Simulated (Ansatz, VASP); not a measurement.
Two plane-wave programs on TiB2

```
Ti B
1.0
     3.02920    0.00000    0.00000
    -1.51460    2.62336    0.00000
     0.00000    0.00000    3.22840
Ti B
1 2
Direct
  0.00000 0.00000 0.00000
  0.33333 0.66667 0.50000
  0.66667 0.33333 0.50000
```

Alike in both runs: task single point; functional BLYP; k mesh 8 × 8 × 7; occupations fermi-dirac, width 0.1 eV; no spin polarisation.

|  | VASP | Ansatz |
| --- | --- | --- |
| version | VASP 6.6.1 | Ansatz 0.2.0 |
| potentials or method | VASP PAW PBE potentials, release 64 (Ti_sv, B), cutoff 500 eV | plane waves, PAW |
| valence electrons in the cell | 18 | 18 |

VASP gave:

| Quantity | Value |
| --- | --- |
| pressure (GPa) | 6.9 |
| traceless stress, the component that is largest in VASP (GPa) | 2.51 |

Task: What did Ansatz give for the same quantities?

Result: Pressure (GPa): 6.5; traceless stress, the component that is largest in VASP (GPa): 2.39.

VASP's potentials were made for PBE, not for BLYP.
